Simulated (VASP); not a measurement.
A run of VASP 6.6.1 is set up as follows.

Contents of INCAR:

```
SYSTEM = CdNiC4N4
ALGO = Normal
EDIFF = 1E-7
ENCUT = 520
GGA = PE
ISIF = 2
ISMEAR = 0
ISPIN = 2
LASPH = .TRUE.
LCHARG = .TRUE.
LELF = .TRUE.
LMAXMIX = 4
LORBIT = 11
LREAL = .FALSE.
LVHAR = .TRUE.
LWAVE = .FALSE.
MAGMOM = 0 2 0 0 0 0 0 0 0 0
NBANDS = 44
NELM = 150
PREC = Accurate
SIGMA = 0.1
```

The input KPOINTS:

```
k-points
0
G
  4 4 4
  0 0 0
```

The input POSCAR:

```
CdNiC4N4
1.0
    5.9865449400      0.0000000000      0.0000000000
    0.0000000000      5.9865449400      0.0000000000
    0.0000000000      0.0000000000      5.9865449400
Cd Ni C N
1 1 4 4
Direct
    0.5000000000      0.5000000000      0.5000000000
    0.0000000000      0.0000000000      0.0000000000
    0.1848780000      0.1848780000      0.1848780000
    0.1848780000      0.8151220000      0.8151220000
    0.8151220000      0.1848780000      0.8151220000
    0.8151220000      0.8151220000      0.1848780000
    0.2977143400      0.2977143400      0.2977143400
    0.2977143400      0.7022856600      0.7022856600
    0.7022856600      0.2977143400      0.7022856600
    0.7022856600      0.7022856600      0.2977143400
```

Potentials or basis: VASP PAW PBE potentials, release 64 (Cd, Ni, C, N).

Run with:

```sh
$ cat potpaw_PBE.64/Cd/POTCAR potpaw_PBE.64/Ni/POTCAR potpaw_PBE.64/C/POTCAR potpaw_PBE.64/N/POTCAR > POTCAR
$ mpirun -np 1 vasp_std > vasp.out
```

(1) What does it give for the pressure?

(2) Estimate the largest force.

## Answers

(1) 2.4 GPa.

(2) 0.902 eV/Å.

Caveat: a cell with one magnetic atom can't hold antiferromagnetic order, which such compounds often take.
